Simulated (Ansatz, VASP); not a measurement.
# Two plane-wave programs on ZnAu

```
Zn Au
1.0
     3.14799    0.00000    0.00000
     0.00000    3.14799    0.00000
     0.00000    0.00000    3.14799
Zn Au
1 1
Direct
  0.50000 0.50000 0.50000
  0.00000 0.00000 0.00000
```

Alike in both runs: functional r2SCAN; k mesh 10 × 10 × 10; occupations fermi-dirac, width 0.1 eV; no spin polarisation.

Ansatz relaxed the structure, and its values are those at the end. VASP's run is a single point on that final structure, the one shown.

|  | VASP | Ansatz |
| --- | --- | --- |
| version | VASP 6.6.1 | Ansatz 0.2.0 |
| potentials or method | VASP PAW PBE potentials, release 64 (Zn, Au), cutoff 520 eV | PAW plane waves |
| valence electrons in the cell | 23 | 31 |

|  | VASP | Ansatz | Ansatz less VASP |
| --- | --- | --- | --- |
| gap on the k mesh at the Fermi level (eV) | none | none | - |
| pressure (GPa) | 0.3 | 0.0 | -0.39 |

VASP's potentials were made for PBE, not for r2SCAN. A gap of «none» marks a metal or a gap that the smearing closes. VASP's potentials hold 23 valence electrons a cell and Ansatz's 31, so a difference there can come from the potentials and not from the codes.

Spin-orbit coupling is off throughout.
